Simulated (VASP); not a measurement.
# Ti3Se (P-6m2) in VASP: further runs

The runs below take Ti3Se through single point, with PBEsol.

All numbers are computed with VASP 6.6.1; they aren't measurements. Logs are shortened: lines on timing, memory, paths and dates and some standing lists are left out, and cuts for length are marked.

## 1. The cell of the first run

Symmetry: P-6m2, No. 187, hexagonal system. The conventional cell has a = 3.197 Å, b = 3.197 Å, c = 7.943 Å, α = 90.00°, β = 90.00°, γ = 120.00°. Within 3.4 Å of Se (site symmetry -6m2) lie 6 Ti at 2.58 Å and 6 Se at 3.20 Å. Ti (site symmetry -6m2) has 12 Ti at 2.85 to 3.20 Å within 3.8 Å. Within 3.4 Å of Ti (site symmetry 3m) lie 3 Se at 2.58 Å and 9 Ti at 2.85 to 3.20 Å.

## 2. Single point, PBEsol

File INCAR:

```
SYSTEM = Ti3Se
ALGO = Normal
EDIFF = 1E-6
ENCUT = 520
GGA = PS
ISIF = 2
ISMEAR = -1
LASPH = .TRUE.
LCHARG = .FALSE.
LREAL = .FALSE.
LWAVE = .FALSE.
NBANDS = 29
NELM = 60
PREC = Accurate
SIGMA = 0.05
```

File KPOINTS:

```
k-points
0
G
  8 8 3
  0 0 0
```

File POSCAR:

```
Ti3Se
1.0
    3.1974455988      0.0000000000      0.0000000000
   -1.5987227994      2.7690691158      0.0000000000
    0.0000000000      0.0000000000      7.9427450000
Se Ti
1 3
Direct
    0.0000000000      0.0000000000      0.0000000000
    0.6666666667      0.3333333333      0.5000000000
    0.3333333333      0.6666666667      0.7729020000
    0.3333333333      0.6666666667      0.2270980000
```

Potentials or basis: VASP PAW PBE potentials, release 64 (Se, Ti_sv).

The run is started by

```sh
cat potpaw_PBE.64/Se/POTCAR potpaw_PBE.64/Ti_sv/POTCAR > POTCAR
mpirun -np 1 vasp_std > vasp.out
```

OUTCAR:

```text
SYSTEM = Ti3Se
   EDIFF = 1E-6
   ENCUT = 520
   GGA = PS
   ISIF = 2
   ISMEAR = -1
   LASPH = .TRUE.
   LREAL = .FALSE.
   NELM = 60
   PREC = Accurate

 ion  position               nearest neighbor table
   1  0.000  0.000  0.000-   3 2.58   4 2.58   3 2.58   4 2.58   3 2.58   4 2.58
   2  0.667  0.333  0.500-   3 2.85   4 2.85   3 2.85   4 2.85   3 2.85   4 2.85
   3  0.333  0.667  0.773-   1 2.58   1 2.58   1 2.58   2 2.85   2 2.85   2 2.85
   4  0.333  0.667  0.227-   1 2.58   1 2.58   1 2.58   2 2.85   2 2.85   2 2.85

  LATTYP: Found a hexagonal cell.
 ALAT       =     3.1974455988
 C/A-ratio  =     2.4840907389

  Lattice vectors:

 A1 = (   3.1974455988,   0.0000000000,   0.0000000000)
 A2 = (  -1.5987227994,   2.7690691158,   0.0000000000)
 A3 = (   0.0000000000,   0.0000000000,   7.9427450000)

Analysis of symmetry for initial positions (statically):
=====================================================================
 Subroutine PRICEL returns:
 Original cell was already a primitive cell.

 Routine SETGRP: Setting up the symmetry group for a
 hexagonal supercell.

 Subroutine GETGRP returns: Found 12 space group operations
 (whereof 12 operations were pure point group operations)
 out of a pool of 24 trial point group operations.

The static configuration has the point symmetry D_3h.

Analysis of symmetry for dynamics (positions and initial velocities):
=====================================================================
 Subroutine PRICEL returns:
 Original cell was already a primitive cell.

 Routine SETGRP: Setting up the symmetry group for a
 hexagonal supercell.

 Subroutine GETGRP returns: Found 12 space group operations
 (whereof 12 operations were pure point group operations)
 out of a pool of 24 trial point group operations.

The dynamic configuration has the point symmetry D_3h.

 Subroutine INISYM returns: Found 12 space group operations
 (whereof 12 operations are pure point group operations),
 and found     1 'primitive' translations

----------------------------------------------------------------------------------------

                                     Primitive cell

  volume of cell :      70.3247

  direct lattice vectors                    reciprocal lattice vectors
[... 81 lines left out ...]
   LNONCOLLINEAR =      F non collinear calculations
   LSORBIT =      F    spin-orbit coupling
   LASPH  =      T    aspherical Exc in radial PAW
   ENCUT  =  520.0 eV  38.22 Ry    6.18 a.u.   5.95  5.95 14.77*2*pi/ulx,y,z
   NELM   =     60;   NELMIN=  2; NELMDL= -5     # of ELM steps
   EDIFF  = 0.1E-05   stopping-criterion for ELM
   LREAL  =      F    real-space projection
   EDIFFG = 0.1E-04   stopping-criterion for IOM
   NSW    =      0    number of steps for IOM
   IBRION =     -1    ionic relax: 0-MD 1-quasi-New 2-CG
   NFREE  =      0    steps in history (QN), initial steepest desc. (CG)
   ISIF   =      2    stress and relaxation
   ISYM   =      2    0-nonsym 1-usesym 2-fastsym
   POTIM  = 0.5000    time-step for ionic-motion
   TEBEG  =    0.0;   TEEND  =   0.0 temperature during run
   PSTRESS=    0.0 pullay stress
   NELECT =      42.0000    total number of electrons
   NUPDOWN=      -1.0000    fix difference up-down
   EMIN   =  10.00;   EMAX   =-10.00  energy-range for DOS
   EFERMI =   0.00;   METHOD = LEGACY
   ISMEAR =    -1;   SIGMA  =   0.05  broadening in eV -4-tet -1-fermi 0-gaus
   EFERMI_NEDOS =   21; number of points for ismear=-14 and -15
   IALGO  =     38    algorithm
   IMIX   =      4    mixing-type and parameters
     AMIX     =   0.40;   BMIX     =  1.00
     AMIX_MAG =   1.60;   BMIX_MAG =  1.00
  volume/ion in A,a.u.               =      17.58       118.64
  Fermi-wavevector in a.u.,A,eV,Ry     =   1.378654  2.605279 25.860428  1.900688
  Thomas-Fermi vector in A             =   2.503696
   LORBIT       =      0    0 simple, 1 ext, 2 COOP (PROOUT), +10 PAW based schemes
   GGA     = PS    functional components
   LHFCALC =     F    Hartree Fock is set to
   AEXX    =    0.0000 exact exchange contribution
   IVDW    =     0    specifies the selected vdW correction
   LEPSILON=     F    determine dielectric tensor
   LRPA    =     F    only Hartree local field effects (RPA)
 non-spin polarized calculation
  energy-cutoff  :      520.00
  volume of cell :       70.32
 maximum number of plane-waves:      1911
 NGX is ok and might be reduce to    24
   NGX = 11   NGY = 11   NGZ = 29

 number of electron      42.0000000 magnetization

 Free energy of the ion-electron system (eV)
  ---------------------------------------------------
  ext. energy  EPLUGINS =         0.00000000
  ---------------------------------------------------
  free energy    TOTEN  =       -30.90528368 eV

  energy without entropy =      -30.87589553  energy(sigma->0) =      -30.89058960

 E-fermi :   7.9376     XC(G=0): -11.4815

 val. band max:        7.9230372348   @ k =   0.1250   0.0000   0.3333
 cond. band min:       7.9502909572   @ k =   0.1250   0.0000   0.0000
 fundamental gap:      0.0272537224
 Fermi energy:         7.9375721175

 k-point     1 :       0.0000    0.0000    0.0000
  band No.  band energies     occupation
      1     -48.8750      2.00000
      2     -48.8533      2.00000
      3     -48.7083      2.00000
      4     -25.4545      2.00000
      5     -25.3589      2.00000
      6     -25.0793      2.00000
[... 629 lines left out ...]
     28      10.5232      0.00000
     29      10.7271      0.00000

------------------------ aborting loop because EDIFF is reached ----------------------------------------

  FORCE on cell =-STRESS in cart. coord.  units (eV):
  Direction    XX          YY          ZZ          XY          YZ          ZX
  --------------------------------------------------------------------------------------
  -------------------------------------------------------------------------------------
  Total       -1.8690923     -1.8690923     -1.9150102      0.0000000      0.0000000      0.0000000
  in kB      -42.5827536    -42.5827536    -43.6288841      0.0000000      0.0000000      0.0000000
  external PRESSURE =     -42.9314638 kB  Pullay stress =       0.0000000 kB

 VOLUME and BASIS-vectors are now :
 -----------------------------------------------------------------------------
  energy-cutoff  :      520.00
  volume of cell :       70.32
      direct lattice vectors                 reciprocal lattice vectors
     3.197445599  0.000000000  0.000000000     0.312749653  0.180566096  0.000000000
    -1.598722799  2.769069116  0.000000000     0.000000000  0.361132192  0.000000000
     0.000000000  0.000000000  7.942745000     0.000000000  0.000000000  0.125901058

 POSITION                                       TOTAL-FORCE (eV/Angst)
 -----------------------------------------------------------------------------------
      0.00000      0.00000      0.00000        -0.000000      0.000000      0.000000
      1.59872      0.92302      3.97137         0.000000     -0.000000      0.000000
     -0.00000      1.84605      6.13896        -0.000000     -0.000000      0.090628
     -0.00000      1.84605      1.80378         0.000000     -0.000000     -0.090628
 -----------------------------------------------------------------------------------
    total drift:                                0.000000     -0.000000     -0.000000

  FREE ENERGIE OF THE ION-ELECTRON SYSTEM (eV)
  ---------------------------------------------------
  free  energy   TOTEN  =       -30.9052836831 eV

  energy  without entropy=      -30.8758955265  energy(sigma->0) =      -30.89058960
```

OSZICAR:

```text
N       E                     dE             d eps       ncg     rms          rms(c)
DAV:   1     0.517346343085E+03    0.51735E+03   -0.21641E+04  1160   0.174E+03
DAV:   2     0.320408272174E+02   -0.48531E+03   -0.47475E+03  1170   0.514E+02
DAV:   3    -0.290911277327E+02   -0.61132E+02   -0.59711E+02  1973   0.154E+02
DAV:   4    -0.349667734864E+02   -0.58756E+01   -0.58487E+01  1720   0.432E+01
DAV:   5    -0.352851725500E+02   -0.31840E+00   -0.31814E+00  1737   0.922E+00    0.162E+01
DAV:   6    -0.315006170400E+02    0.37846E+01   -0.26365E+01  1699   0.421E+01    0.655E+00
DAV:   7    -0.326216382376E+02   -0.11210E+01   -0.17665E+01  1960   0.236E+01    0.131E+01
DAV:   8    -0.309186715101E+02    0.17030E+01   -0.17139E+01  1713   0.140E+01    0.262E+00
DAV:   9    -0.308985047397E+02    0.20167E-01   -0.55468E-01  1599   0.426E+00    0.113E+00
DAV:  10    -0.309073268978E+02   -0.88222E-02   -0.71761E-02  1610   0.190E+00    0.557E-01
DAV:  11    -0.309051900576E+02    0.21368E-02   -0.30766E-02  1691   0.174E+00    0.126E-01
DAV:  12    -0.309053300317E+02   -0.13997E-03   -0.16474E-03  1589   0.395E-01    0.554E-02
DAV:  13    -0.309052845905E+02    0.45441E-04   -0.39583E-04  1784   0.159E-01    0.216E-02
DAV:  14    -0.309052855633E+02   -0.97282E-06   -0.54251E-05  1778   0.487E-02    0.110E-02
DAV:  15    -0.309052829891E+02    0.25742E-05   -0.11277E-05  1491   0.348E-02    0.368E-03
DAV:  16    -0.309052836831E+02   -0.69400E-06   -0.61731E-07   795   0.815E-03
   1 F= -.30905284E+02 E0= -.30890590E+02  d E =-.293882E-01
```

stdout:

```text
POSCAR found type information on POSCAR SeTi
 POSCAR found :  2 types and       4 ions
 scaLAPACK will be used
 -----------------------------------------------------------------------------
|                                                                             |
|                                                                             |
|     You enforced a specific xc type in the INCAR file but a different       |
|     I HOPE YOU KNOW WHAT YOU ARE DOING!                                     |
|                                                                             |
 -----------------------------------------------------------------------------

 LDA part: xc-table for (Slater+PW92), standard interpolation
 POSCAR, INCAR and KPOINTS ok, starting setup
 FFT: planning ... GRIDC
 FFT: planning ... GRID_SOFT
 FFT: planning ... GRID
 WAVECAR not read
 entering main loop
```

It took 18 s on 1 thread of Intel Xeon 6975P-C (Granite Rapids), shared host; peak memory 0.19 GiB.

Results:

- Free energy: -30.9053 eV
- Pressure: -4.3 GPa
- Largest force: 0.091 eV/Å
- Band gap on the k mesh: zero (bands 21 and 22 overlap by 0.54 eV)

Forces in eV/Å, atoms in the order of the input:
```
Se   0.000  0.000  0.000
Ti   0.000  0.000  0.000
Ti   0.000  0.000  0.091
Ti   0.000  0.000 -0.091
```

Stress tensor (GPa, compression positive):
```
-4.26  0.00  0.00
 0.00 -4.26  0.00
 0.00  0.00 -4.36
```

Levels at points of the mesh, in eV from the Fermi level:
```
           k point  band 17  band 18  band 19  band 20  band 21  band 22  band 23  band 24  band 25  band 26
(0.00, 0.00, 0.00)    -1.33    -1.33    -0.16     0.15     0.15     0.29     0.29     0.92     1.05     1.39
(0.50, 0.00, 0.00)    -2.11    -1.80    -1.58    -0.67    -0.46     0.18     0.80     0.82     2.29     2.48
```

Caveat: the cell stands under tension; the PAW data sets were made with another functional, which shifts forces and pressure a little.

## 3. Single point, PBEsol, non-collinear spin, zero start, spin-orbit coupling

File INCAR:

```
SYSTEM = Ti3Se
PREC     = Accurate       ! precision mode
ENCUT    = 520            ! plane-wave cutoff, eV
EDIFF    = 1E-7           ! SCF threshold, eV
ISMEAR   = -1             ! smearing method
SIGMA    = 0.05           ! smearing width, eV
LREAL    = .FALSE.        ! projectors in reciprocal space
LASPH    = .TRUE.         ! aspherical terms in the spheres
NELM     = 150            ! most SCF steps
ALGO     = Normal         ! electronic algorithm
ISIF     = 2              ! what is computed and relaxed
LWAVE    = .FALSE.        ! write WAVECAR
LCHARG   = .TRUE.         ! write CHGCAR
LNONCOLLINEAR= .TRUE.         ! non-collinear magnetism
MAGMOM   = 0 0 0 0 0 0 0 0 0 0 0 0 ! initial moments
LORBIT   = 11             ! projections on sites
LSORBIT  = .TRUE.         ! spin-orbit coupling
GGA_COMPAT= .FALSE.      
LORBMOM  = .TRUE.       
LMAXMIX  = 4              ! l up to which the mixer works
GGA      = PS             ! functional
LVHAR    = .TRUE.       
NBANDS   = 56             ! bands
```

File KPOINTS:

```
Automatic mesh
0
G
  8 8 3
  0 0 0
```

POSCAR is that of step 2.

Potentials or basis: VASP PAW PBE potentials, release 64 (Se, Ti_sv).

The run is started by

```sh
cat potpaw_PBE.64/Se/POTCAR potpaw_PBE.64/Ti_sv/POTCAR > POTCAR
mpirun -np 1 vasp_ncl > vasp.out
```

Wall time 2.2 min (1 thread of Intel Xeon 6975P-C (Granite Rapids), shared host); peak memory 0.41 GiB.

The run converged. Its results:

| Item | Value |
| --- | --- |
| Free energy | -30.9407 eV |
| Pressure | -4.3 GPa |
| Largest force | 0.088 eV/Å |
| Net moment | 0.00 μB per cell |
| Valence electrons inside the program's atomic spheres | Se 3.98; Ti 10.16, 10.22 (each value once) |

Forces on the atoms (eV/Å):
```
Se   0.000  0.000  0.000
Ti   0.000  0.000  0.000
Ti   0.000  0.000  0.088
Ti   0.000  0.000 -0.088
```

Stress tensor (GPa, compression positive):
```
-4.26  0.00  0.00
 0.00 -4.26  0.00
 0.00  0.00 -4.36
```

Moments on the atoms (μB; x, y, z):
```
Se  0.00 0.00 0.00
Ti  0.00 0.00 0.00
Ti  0.00 0.00 0.00
Ti  0.00 0.00 0.00
```

Caveat: the cell stands under tension; the PAW data sets were made with another functional, which shifts forces and pressure a little.
